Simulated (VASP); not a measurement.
# I (Pm-3m) in VASP: further runs

Runs on I. Level: PBE. Tasks: relaxation of cell and atoms.

Program: VASP 6.6.1. These are calculated values, not measurements. Logs are shortened: lines on timing, memory, paths and dates and some standing lists are left out, and cuts for length are marked.

## 1. The cell of the first run

It takes space group Pm-3m (No. 221, cubic). The conventional cell has a = 3.300 Å, b = 3.300 Å, c = 3.300 Å, α = 90.00°, β = 90.00°, γ = 90.00°. I (site symmetry m-3m) has 6 I at 3.30 Å within 4.3 Å.

## 2. Relaxation of cell and atoms, PBE

The input, INCAR:

```
SYSTEM = I
  PREC = Accurate
  ENCUT = 600
  EDIFF = 1E-6
  ISMEAR = -1
  SIGMA = 0.05
  LREAL = .FALSE.
  LASPH = .TRUE.
  NELM = 60
  ALGO = Normal
  ISIF = 3
  LWAVE = .FALSE.
  LCHARG = .FALSE.
  GGA = PE
  IBRION = 2
  NSW = 80
  EDIFFG = -0.01
```

The input, KPOINTS:

```
regular mesh
0
G
  12 12 12
  0 0 0
```

The input, POSCAR:

```
I
1.0
    3.3000000000      0.0000000000      0.0000000000
    0.0000000000      3.3000000000      0.0000000000
    0.0000000000      0.0000000000      3.3000000000
I
1
Direct
    0.0000000000      0.0000000000      0.0000000000
```

Potentials or basis: VASP PAW PBE potentials, release 64 (I).

Launch:

```console
$ cat potpaw_PBE.64/I/POTCAR > POTCAR
$ mpirun -np 1 vasp_std > vasp.out
```

OUTCAR:

```text
SYSTEM = I
   PREC = Accurate
   ENCUT = 600
   EDIFF = 1E-6
   ISMEAR = -1
   LREAL = .FALSE.
   LASPH = .TRUE.
   NELM = 60
   ISIF = 3
   GGA = PE
   IBRION = 2
   NSW = 80
   EDIFFG = -0.01

 ion  position               nearest neighbor table
   1  0.000  0.000  0.000-

  LATTYP: Found a simple cubic cell.
 ALAT       =     3.3000000000

  Lattice vectors:

 A1 = (   3.3000000000,   0.0000000000,   0.0000000000)
 A2 = (   0.0000000000,   3.3000000000,   0.0000000000)
 A3 = (   0.0000000000,   0.0000000000,   3.3000000000)

Analysis of symmetry for initial positions (statically):
=====================================================================
 Subroutine PRICEL returns:
 Original cell was already a primitive cell.

 Routine SETGRP: Setting up the symmetry group for a
 simple cubic supercell.

 Subroutine GETGRP returns: Found 48 space group operations
 (whereof 48 operations were pure point group operations)
 out of a pool of 48 trial point group operations.

The static configuration has the point symmetry O_h .

Analysis of symmetry for dynamics (positions and initial velocities):
=====================================================================
 Subroutine PRICEL returns:
 Original cell was already a primitive cell.

 Routine SETGRP: Setting up the symmetry group for a
 simple cubic supercell.

 Subroutine GETGRP returns: Found 48 space group operations
 (whereof 48 operations were pure point group operations)
 out of a pool of 48 trial point group operations.

The dynamic configuration has the point symmetry O_h .

 Subroutine INISYM returns: Found 48 space group operations
 (whereof 48 operations are pure point group operations),
 and found     1 'primitive' translations

----------------------------------------------------------------------------------------

                                     Primitive cell

  volume of cell :      35.9370

  direct lattice vectors                    reciprocal lattice vectors
     3.300000000  0.000000000  0.000000000     0.303030303  0.000000000  0.000000000
     0.000000000  3.300000000  0.000000000     0.000000000  0.303030303  0.000000000
     0.000000000  0.000000000  3.300000000     0.000000000  0.000000000  0.303030303

  length of vectors
     3.300000000  3.300000000  3.300000000     0.303030303  0.303030303  0.303030303

  position of ions in fractional coordinates (direct lattice)
     0.000000000  0.000000000  0.000000000

  ion indices of the primitive-cell ions
   primitive index   ion index
                 1           1

----------------------------------------------------------------------------------------

 KPOINTS: regular mesh

Automatic generation of k-mesh.
 Grid dimensions read from file:
 generate k-points for:   12   12   12

 Generating k-lattice:

  Cartesian coordinates                     Fractional coordinates (reciprocal lattice)
     0.025252525  0.000000000  0.000000000     0.083333333  0.000000000  0.000000000
     0.000000000  0.025252525  0.000000000     0.000000000  0.083333333  0.000000000
     0.000000000  0.000000000  0.025252525     0.000000000  0.000000000  0.083333333

  Length of vectors
     0.025252525  0.025252525  0.025252525

  Shift w.r.t. Gamma in fractional coordinates (k-lattice)
     0.000000000  0.000000000  0.000000000

 Subroutine IBZKPT returns following result:
 ===========================================

 Found     84 irreducible k-points:

 Following reciprocal coordinates:
            Coordinates               Weight
  0.000000  0.000000  0.000000      1.000000
  0.083333  0.000000  0.000000      6.000000
  0.166667  0.000000  0.000000      6.000000
  0.250000  0.000000  0.000000      6.000000
  0.333333  0.000000  0.000000      6.000000
  0.416667  0.000000  0.000000      6.000000
[... 16 lines left out ...]
  0.333333  0.333333  0.000000     12.000000
  0.416667  0.333333  0.000000     24.000000
 [... further k-points ...]
   k-points           NKPTS =     84   k-points in BZ     NKDIM =     84   number of bands    NBANDS=      7
   number of dos      NEDOS =    301   number of ions     NIONS =      1
   total plane-waves  NPLWV =  21952
   dimension x,y,z NGX =    28 NGY =   28 NGZ =   28
   dimension x,y,z NGXF=    56 NGYF=   56 NGZF=   56
   ions per type =               1
   NGX,Y,Z   is equivalent  to a cutoff of  14.11, 14.11, 14.11 a.u.
   NGXF,Y,Z  is equivalent  to a cutoff of  28.21, 28.21, 28.21 a.u.
 SYSTEM =  I
   PREC   = accura    normal or accurate (medium, high low for compatibility)
   ISTART =      0    job   : 0-new  1-cont  2-samecut
   ICHARG =      2    charge: 1-file 2-atom 10-const
   ISPIN  =      1    spin polarized calculation?
   LNONCOLLINEAR =      F non collinear calculations
   LSORBIT =      F    spin-orbit coupling
   LASPH  =      T    aspherical Exc in radial PAW
   ENCUT  =  600.0 eV  44.10 Ry    6.64 a.u.   6.59  6.59  6.59*2*pi/ulx,y,z
   NELM   =     60;   NELMIN=  2; NELMDL= -5     # of ELM steps
   EDIFF  = 0.1E-05   stopping-criterion for ELM
   LREAL  =      F    real-space projection
   EDIFFG = -.1E-01   stopping-criterion for IOM
   NSW    =     80    number of steps for IOM
   IBRION =      2    ionic relax: 0-MD 1-quasi-New 2-CG
   NFREE  =      1    steps in history (QN), initial steepest desc. (CG)
   ISIF   =      3    stress and relaxation
   ISYM   =      2    0-nonsym 1-usesym 2-fastsym
   POTIM  = 0.5000    time-step for ionic-motion
   TEBEG  =    0.0;   TEEND  =   0.0 temperature during run
   PSTRESS=    0.0 pullay stress
   NELECT =       7.0000    total number of electrons
   NUPDOWN=      -1.0000    fix difference up-down
   EMIN   =  10.00;   EMAX   =-10.00  energy-range for DOS
   EFERMI =   0.00;   METHOD = LEGACY
   ISMEAR =    -1;   SIGMA  =   0.05  broadening in eV -4-tet -1-fermi 0-gaus
   EFERMI_NEDOS =   21; number of points for ismear=-14 and -15
   IALGO  =     38    algorithm
   IMIX   =      4    mixing-type and parameters
     AMIX     =   0.40;   BMIX     =  1.00
     AMIX_MAG =   1.60;   BMIX_MAG =  1.00
  volume/ion in A,a.u.               =      35.94       242.51
  Fermi-wavevector in a.u.,A,eV,Ry     =   0.948987  1.793325 12.253083  0.900576
  Thomas-Fermi vector in A             =   2.077227
   LORBIT       =      0    0 simple, 1 ext, 2 COOP (PROOUT), +10 PAW based schemes
   GGA     = PE    functional components
   LHFCALC =     F    Hartree Fock is set to
   AEXX    =    0.0000 exact exchange contribution
   IVDW    =     0    specifies the selected vdW correction
   LEPSILON=     F    determine dielectric tensor
   LRPA    =     F    only Hartree local field effects (RPA)
 conjugate gradient relaxation of ions
 non-spin polarized calculation
  energy-cutoff  :      600.00
  volume of cell :       35.94
 maximum number of plane-waves:      1222
 NGX is ok and might be reduce to    28
   NGX = 13   NGY = 13   NGZ = 13

--------------------------------------- Ionic step        1  -------------------------------------------

 number of electron       6.9999999 magnetization

 Free energy of the ion-electron system (eV)
  ---------------------------------------------------
  ext. energy  EPLUGINS =         0.00000000
  ---------------------------------------------------
  free energy    TOTEN  =        -1.13136328 eV

  energy without entropy =       -1.12215615  energy(sigma->0) =       -1.12675972

------------------------ aborting loop because EDIFF is reached ----------------------------------------

  FORCE on cell =-STRESS in cart. coord.  units (eV):
  Direction    XX          YY          ZZ          XY          YZ          ZX
  --------------------------------------------------------------------------------------
  -------------------------------------------------------------------------------------
  Total        1.0827533      1.0827533      1.0827533      0.0000000      0.0000000     -0.0000000
  in kB       48.2723330     48.2723330     48.2723330      0.0000000      0.0000000     -0.0000000
  external PRESSURE =      48.2723330 kB  Pullay stress =       0.0000000 kB
[... 55 lines left out ...]
  energy  without entropy=       -1.1909891126  energy(sigma->0) =       -1.19696794

--------------------------------------- Ionic step        3  -------------------------------------------

 number of electron       6.9999998 magnetization

 Free energy of the ion-electron system (eV)
  ---------------------------------------------------
  ext. energy  EPLUGINS =         0.00000000
  ---------------------------------------------------
  free energy    TOTEN  =        -1.20316470 eV

  energy without entropy =       -1.19139734  energy(sigma->0) =       -1.19728102

 E-fermi :   3.2481     XC(G=0):  -8.1677

 val. band max:        3.2359179470   @ k =   0.1667   0.0000   0.0000
 cond. band min:       3.2553804491   @ k =   0.2500   0.2500   0.0833
 fundamental gap:      0.0194625020
 Fermi energy:         3.2481082121

 k-point     1 :       0.0000    0.0000    0.0000
  band No.  band energies     occupation
      1     -10.2264      2.00000
      2       3.0877      1.92226
      3       3.0877      1.92226
      4       3.0877      1.92226
      5       8.6915      0.00000
      6       9.8250      0.00000
      7       9.8250      0.00000
[... 221 lines left out ...]
 k-point    24 :       0.4167    0.3333    0.0000
  band No.  band energies     occupation
      1      -8.9057      2.00000
      2      -0.4741      2.00000
      3       0.3290      2.00000
      4       4.1328      0.00000
      5       8.2248      0.00000
      6      11.8808      0.00000
      7      14.7172      0.00000

 [... further k-points ...]

------------------------ aborting loop because EDIFF is reached ----------------------------------------

  FORCE on cell =-STRESS in cart. coord.  units (eV):
  Direction    XX          YY          ZZ          XY          YZ          ZX
  --------------------------------------------------------------------------------------
  -------------------------------------------------------------------------------------
  Total       -0.0008268     -0.0008268     -0.0008268      0.0000000      0.0000000     -0.0000000
  in kB       -0.0319357     -0.0319357     -0.0319357      0.0000000      0.0000000     -0.0000000
  external PRESSURE =      -0.0319357 kB  Pullay stress =       0.0000000 kB
[... 16 lines left out ...]
  FREE ENERGIE OF THE ION-ELECTRON SYSTEM (eV)
  ---------------------------------------------------
  free  energy   TOTEN  =        -1.2031647036 eV

  energy  without entropy=       -1.1913973432  energy(sigma->0) =       -1.19728102

 reached required accuracy - stopping structural energy minimisation
```

It took 68 s on 1 thread of Intel Xeon 8259CL, shared host; peak memory 0.18 GiB.

Results:

- Free energy: -1.2032 eV
- Relaxed volume: 41.48 Å³/atom
- Relaxed cell: a = 3.462 Å, b = 3.462 Å, c = 3.462 Å, α = 90.00°, β = 90.00°, γ = 90.00°
- Space group after relaxing (to 0.1 Å): Pm-3m (No. 221)
- Energy gained by relaxing: 71.8 meV/atom
- Ionic steps: 3
- Pressure after relaxing: 0.0 GPa
- Band gap on the k mesh: zero (an odd number of electrons rules out a gap without spin polarisation)

The path:
```
step  energy change (eV)  largest force (eV/Å)  pressure (GPa)  volume (Å³)
   1              0.0000                0.0000            4.83        35.94
   2             -0.0716                0.0000           -0.19        41.87
   3             -0.0718                0.0000            0.00        41.48
```

Final structure:
```yaml
crystal:
  lattice:
    - [3.46160, 0.00000, 0.00000]
    - [0.00000, 3.46160, 0.00000]
    - [0.00000, 0.00000, 3.46160]
  atoms:
    - { symbol: I, position: [0.00000, 0.00000, 0.00000] }
```

Levels at points of the mesh, in eV from the Fermi level:
```
           k point  band 1  band 2  band 3  band 4  band 5  band 6  band 7
(0.00, 0.00, 0.00)  -13.47   -0.16   -0.16   -0.16    5.44    6.58    6.58
(0.50, 0.00, 0.00)  -12.66   -4.58    0.49    0.49    7.85    7.87    9.50
(0.50, 0.50, 0.00)  -11.86   -3.67   -3.67    1.10    3.85    9.37   11.72
(0.50, 0.50, 0.50)  -11.08   -2.86   -2.86   -2.86    5.59    5.59    5.59
```

Caveat: the volume moved by over 15 % at a fixed basis, so the end points are rough; spin-orbit coupling is left out, which moves the levels of the heavy elements; an odd number of electrons without spin polarisation forces a metal; a magnetic or distorted state may lie lower.

## 3. Relaxation of cell and atoms, PBE, target pressure 15 GPa, at which the enthalpy is minimised

The input, INCAR:

```
PREC     = Accurate       # precision mode
ENCUT    = 600            # plane-wave cutoff, eV
EDIFF    = 1E-6           # SCF threshold, eV
ISMEAR   = -1             # smearing method
SIGMA    = 0.05           # smearing width, eV
LREAL    = F              # projectors in reciprocal space
LASPH    = T              # aspherical terms in the spheres
NELM     = 80             # most SCF steps
ALGO     = Normal         # electronic algorithm
ISIF     = 3              # what is computed and relaxed
LWAVE    = F              # write WAVECAR
LCHARG   = F              # write CHGCAR
GGA      = PE             # functional
IBRION   = 2              # ionic algorithm
NSW      = 80             # ionic steps
EDIFFG   = -0.01          # ionic threshold
PSTRESS  = 150.0
```

The input, KPOINTS:

```
Automatic mesh
0
Gamma
  12 12 12
```

POSCAR is that of step 2.

Potentials or basis: VASP PAW PBE potentials, release 64 (I).

Launch:

```console
$ cat potpaw_PBE.64/I/POTCAR > POTCAR
$ mpirun -np 1 vasp_std > vasp.out
```

It took 2 min on 1 thread of Intel Xeon 8259CL, shared host; peak memory 0.18 GiB.

The run converged. Its results:

| Property | Result |
| --- | --- |
| Free energy | -0.8361 eV |
| Relaxed volume | 30.82 Å³/atom |
| Relaxed cell | a = 3.135 Å, b = 3.135 Å, c = 3.135 Å, α = 90.00°, β = 90.00°, γ = 90.00° |
| Space group after relaxing (to 0.1 Å) | Pm-3m (No. 221) |
| Energy change on relaxing (the run minimises the enthalpy) | +295.3 meV/atom |
| Ionic steps | 7 |
| Pressure after relaxing | 15.0 GPa |
| Band gap on the k mesh | zero (an odd number of electrons rules out a gap without spin polarisation) |

The path:
```
step  energy change (eV)  largest force (eV/Å)  pressure (GPa)  volume (Å³)
   1              0.0000                0.0000            4.83        35.94
   2              1.1844                0.0000           40.74        25.33
   3              0.2741                0.0000           14.35        31.05
   4              0.2908                0.0000           14.86        30.86
   5              0.2998                0.0000           15.16        30.77
   6              0.2887                0.0000           14.81        30.89
   7              0.2953                0.0000           15.00        30.82
```

Final structure:
```xyz
1
Lattice="3.1351 0.0000 0.0000 0.0000 3.1351 0.0000 0.0000 0.0000 3.1351" Properties=species:S:1:pos:R:3 pbc="T T T"
I     0.0000    0.0000    0.0000
```

Levels at points of the mesh, in eV from the Fermi level:
```tsv
k point	band 1	band 2	band 3	band 4	band 5	band 6	band 7
(0.00, 0.00, 0.00)	-15.75	-0.32	-0.32	-0.32	5.58	5.58	5.87
(0.50, 0.00, 0.00)	-14.21	-7.11	0.87	0.87	7.29	8.75	9.52
(0.50, 0.50, 0.00)	-12.65	-5.67	-5.67	1.90	2.01	10.13	12.11
(0.50, 0.50, 0.50)	-11.03	-4.36	-4.36	-4.36	4.15	4.15	4.15
```

Caveat: the cell is relaxed towards a set pressure, so the run minimises the enthalpy, not the energy; spin-orbit coupling is left out, which moves the levels of the heavy elements; an odd number of electrons without spin polarisation forces a metal; a magnetic or distorted state may lie lower.
